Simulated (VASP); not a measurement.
# Si16H7O in VASP: notebook, part 2 of 2

VASP 6.6.1. Earlier steps stand in the parts before.

## (4) Single point, PBEsol, collinear spin

INCAR

```
SYSTEM = Si16H7O
PREC     = Accurate       ! precision mode
ENCUT    = 520            ! plane-wave cutoff, eV
EDIFF    = 1E-6           ! SCF threshold, eV
ISMEAR   = -1             ! smearing method
SIGMA    = 0.02           ! smearing width, eV
LREAL    = Auto         
LASPH    = .TRUE.         ! aspherical terms in the spheres
NELM     = 150            ! most SCF steps
ALGO     = Normal         ! electronic algorithm
ISIF     = 2              ! what is computed and relaxed
LWAVE    = .FALSE.        ! write WAVECAR
LCHARG   = .FALSE.        ! write CHGCAR
ISPIN    = 2              ! spin polarisation
MAGMOM   = 0 0 0 0 0 0 0 0 0 0 0 0 0 0 0 0 0 0 0 0.23 0 0 0 0 ! initial moments
LORBIT   = 11             ! projections on sites
GGA      = PS             ! functional
NBANDS   = 60             ! bands
```

KPOINTS

```
regular mesh
0
G
  2 2 1
  0 0 0
```

POSCAR

```
Si16H7O
1.0
    7.6791800000      0.0000000000      0.0000000000
    3.8395900000      6.6503650000      0.0000000000
    0.0000000000      0.0000000000     17.8687650000
H Si O
7 16 1
Direct
    0.1666668792      0.1666675438      0.0559635767
    0.6666681814      0.1666675438      0.0559635767
    0.1666662146      0.6666701752      0.0559635767
    0.6666675168      0.6666701752      0.0559635767
    0.4539549336     -0.0181794533      0.4339807480
   -0.0162588102      0.5037918971      0.4389615063
    0.5630984017      0.5661193032      0.4440429991
    0.1666668792      0.1666675438      0.1399089417
    0.6666681814      0.1666675438      0.1399089417
    0.1666662146      0.6666701752      0.1399089417
    0.6666675168      0.6666701752      0.1399089417
   -0.1667882615      0.3293052336      0.1821110748
    0.3421013877      0.3315306754      0.1842880580
   -0.1652945704      0.8284808428      0.1861348560
    0.3237357821      0.8358638962      0.1814618973
   -0.1662488388      0.3441916346      0.3133848366
    0.3214102907      0.3160578404      0.3196639499
   -0.1887528410      0.8440138248      0.3150469548
    0.3215988667      0.8230525693      0.3105083088
   -0.0125873740      0.0146007024      0.3519885118
    0.4912257545     -0.0336522883      0.3549042141
   -0.0086949515      0.5052805372      0.3529734707
    0.5288966781      0.5305272718      0.3665334454
    0.4587282940      0.3616643598      0.3823151740
```

Potentials or basis: VASP PAW PBE potentials, release 64 (H, Si, O).

Started as:

```
cat potpaw_PBE.64/H/POTCAR potpaw_PBE.64/Si/POTCAR potpaw_PBE.64/O/POTCAR > POTCAR
mpirun -np 1 vasp_std > vasp.out
```

OUTCAR:

```text
SYSTEM = Si16H7O
   PREC = Accurate
   ENCUT = 520
   EDIFF = 1E-6
   ISMEAR = -1
   LREAL = Auto
   LASPH = .TRUE.
   NELM = 150
   ISIF = 2
   ISPIN = 2
   LORBIT = 11
   GGA = PS

 ion  position               nearest neighbor table
   1  0.167  0.167  0.056-   8 1.50
   2  0.667  0.167  0.056-   9 1.50
   3  0.167  0.667  0.056-  10 1.50
   4  0.667  0.667  0.056-  11 1.50
   5  0.454  0.982  0.434-  21 1.43
   6  0.984  0.504  0.439-  22 1.54
   7  0.563  0.566  0.444-  23 1.46
   8  0.167  0.167  0.140-   1 1.50  15 2.32  12 2.34  13 2.40
   9  0.667  0.167  0.140-   2 1.50  13 2.30  12 2.32  14 2.40
  10  0.167  0.667  0.140-   3 1.50  15 2.29  14 2.36  13 2.37
  11  0.667  0.667  0.140-   4 1.50  14 2.34  12 2.37  15 2.40
  12  0.833  0.329  0.182-   9 2.32   8 2.34  16 2.35  11 2.37
  13  0.342  0.332  0.184-   9 2.30  10 2.37   8 2.40  17 2.43
  14  0.835  0.828  0.186-  18 2.31  11 2.34  10 2.36   9 2.40
  15  0.324  0.836  0.181-  10 2.29  19 2.31   8 2.32  11 2.40
  16  0.834  0.344  0.313-  22 2.23  23 2.25  20 2.30  12 2.35
  17  0.321  0.316  0.320-  24 1.69  22 2.28  21 2.41  13 2.43  23 2.93
  18  0.811  0.844  0.315-  21 2.26  14 2.31  22 2.35  20 2.40
  19  0.322  0.823  0.311-  21 2.23  23 2.24  15 2.31  20 2.35
  20  0.987  0.015  0.352-  16 2.30  19 2.35  18 2.40
  21  0.491  0.966  0.355-   5 1.43  19 2.23  18 2.26  17 2.41
[... 675 lines left out ...]
  volume of cell :      912.55
      direct lattice vectors                 reciprocal lattice vectors
     7.679180000  0.000000000  0.000000000     0.130222237 -0.075183843  0.000000000
     3.839590000  6.650365000  0.000000000     0.000000000  0.150367687  0.000000000
     0.000000000  0.000000000 17.868765000     0.000000000  0.000000000  0.055963577

 POSITION                                       TOTAL-FORCE (eV/Angst)
 -----------------------------------------------------------------------------------
      1.91980      1.10840      1.00000         0.052284      0.000850     -0.106607
      5.75940      1.10840      1.00000        -0.001021     -0.012265     -0.106355
      3.83960      4.43360      1.00000        -0.136851      0.021812     -0.110428
      7.67920      4.43360      1.00000         0.035795      0.034706     -0.140204
      7.25579      6.52947      7.75470         0.117020     -0.034691      1.359579
      9.48868      3.35040      7.84370         0.018550     -0.032019     -0.415449
[... 16 lines left out ...]
      6.09850      3.52820      6.54950        -0.605238     -0.787599      0.622373
      4.91130      2.40520      6.83150        -0.724679     -0.027704     -0.716237
 -----------------------------------------------------------------------------------
    total drift:                                0.003136      0.001916     -0.000057

  FREE ENERGIE OF THE ION-ELECTRON SYSTEM (eV)
  ---------------------------------------------------
  free  energy   TOTEN  =      -119.4276736864 eV

  energy  without entropy=     -119.4276736306  energy(sigma->0) =     -119.42767366

 total charge

# of ion       s       p       d       tot
------------------------------------------
    1        0.547   0.013   0.000   0.561
    2        0.548   0.013   0.000   0.561
    3        0.548   0.013   0.000   0.561
    4        0.548   0.013   0.000   0.561
    5        0.575   0.017   0.000   0.592
    6        0.532   0.012   0.000   0.544
[... 16 lines left out ...]
   23        0.741   1.005   0.000   1.746
   24        1.567   3.563   0.000   5.131
--------------------------------------------------
tot         17.353  19.233   0.000  36.586

 magnetization (x)

# of ion       s       p       d       tot
------------------------------------------
    1        0.001  -0.000   0.000   0.001
    2        0.001  -0.000   0.000   0.001
    3        0.001  -0.000   0.000   0.001
    4        0.007   0.000   0.000   0.007
    5       -0.000   0.000   0.000  -0.000
    6       -0.000   0.000   0.000  -0.000
[... 16 lines left out ...]
   23        0.001   0.000   0.000   0.001
   24        0.000   0.001   0.000   0.001
--------------------------------------------------
tot          0.060   0.273   0.000   0.333
```

OSZICAR:

```text
N       E                     dE             d eps       ncg     rms          rms(c)
DAV:   1     0.377027003167E+03    0.37703E+03   -0.25292E+04   960   0.944E+02
DAV:   2    -0.709718245363E+02   -0.44800E+03   -0.42690E+03  1284   0.183E+02
[... 19 lines left out ...]
DAV:  22    -0.119427588909E+03   -0.12610E-03   -0.10167E-05  1140   0.925E-03    0.238E-03
DAV:  23    -0.119427652805E+03   -0.63896E-04   -0.39765E-06  1068   0.492E-03    0.105E-03
DAV:  24    -0.119427663377E+03   -0.10572E-04   -0.32316E-07   968   0.168E-03    0.689E-04
DAV:  25    -0.119427670870E+03   -0.74927E-05   -0.28529E-07   844   0.115E-03    0.523E-04
DAV:  26    -0.119427673297E+03   -0.24270E-05   -0.89504E-08   872   0.647E-04    0.414E-04
DAV:  27    -0.119427673686E+03   -0.38928E-06   -0.22316E-08   816   0.469E-04
   1 F= -.11942767E+03 E0= -.11942767E+03  d E =-.557673E-07  mag=     1.0000
```

Wall time 14 min (1 thread of AMD EPYC 9R45 (Zen 5), shared host); peak memory 1.4 GiB.

What came out:

* Free energy: -119.4277 eV
* Largest force: 1.892 eV/Å
* Band gap on the k mesh: 0.61 eV, direct
* Net moment: 1.00 μB per cell
* Site moments: H +0.00, +0.01, -0.00; Si -0.00, +0.03, +0.02, +0.00, +0.01, +0.24; O +0.00 μB
* Valence electrons inside the program's atomic spheres: H 0.56, 0.59, 0.54; Si 1.71, 1.72, 1.70, 1.69, 1.77, 1.65, 1.78, 1.75; O 5.13

Forces in eV/Å, atoms in the order of the input:
```
H    0.052  0.001 -0.107
H   -0.001 -0.012 -0.106
H   -0.137  0.022 -0.110
H    0.036  0.035 -0.140
H    0.117 -0.035  1.360
H    0.019 -0.032 -0.415
H    0.479  0.488  0.659
Si   0.169  0.259  0.388
Si   0.136 -0.715  0.178
Si  -0.317 -0.315  0.240
Si  -0.378 -0.066  0.305
Si   0.250  0.479 -0.060
Si  -0.490  0.328  0.469
Si  -0.113  0.468 -0.764
Si   0.782 -0.325 -0.300
Si  -0.028 -0.569 -1.129
Si   0.455 -1.016 -0.049
Si   1.290 -0.407  0.234
Si  -1.253  0.432 -0.761
Si  -0.475 -0.647  0.102
Si   0.026  1.667 -0.895
Si   0.711  0.775  0.994
Si  -0.605 -0.788  0.622
O   -0.725 -0.028 -0.716
```

Caveat: the k points lie up to 0.47 Å⁻¹ apart; the PAW data sets were made with another functional, which shifts forces and pressure a little.
